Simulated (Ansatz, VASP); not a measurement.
# Ta4H3 in VASP and in Ansatz

```
CELL_PARAMETERS angstrom
4.46387 0.00000 0.00000
-2.23193 3.86582 0.00000
0.00000 0.00000 6.33186
ATOMIC_POSITIONS crystal
Ta 0.33333 0.66667 0.80671
Ta 0.33333 0.66667 0.19329
Ta 0.66667 0.33333 0.19329
Ta 0.66667 0.33333 0.80671
H 0.00000 0.00000 0.14565
H 0.00000 0.00000 0.85435
H 0.00000 0.00000 0.00000
```

Alike in both runs: task relaxation of cell and atoms; functional PBE; k mesh 4 × 4 × 3; occupations gaussian, width 0.2 eV; no spin polarisation.

```csv
,VASP,Ansatz
version,VASP 6.6.1,Ansatz 0.2.0
potentials or method,"VASP PAW PBE potentials, release 64 (Ta_pv, H), cutoff 600 eV","scalar-relativistic, plane waves, PAW"
valence electrons in the cell,47,55
```

|  | VASP | Ansatz | Ansatz less VASP |
| --- | --- | --- | --- |
| gap on the k mesh at the Fermi level, each at its own relaxed structure (eV) | none | none | - |
| relaxed volume (Å³/atom) | 14.40 | 14.43 | +0.025 |
| relaxed cell length with the largest relative difference (Å) | 5.523 | 5.535 | +0.0124 |

A gap of «none» marks a metal or a gap that the smearing closes. VASP's potentials hold 47 valence electrons a cell and Ansatz's 55, so a difference there can come from the potentials and not from the codes.

The k mesh is coarse, so the values compare programs but aren't converged. Spin-orbit coupling is off throughout.
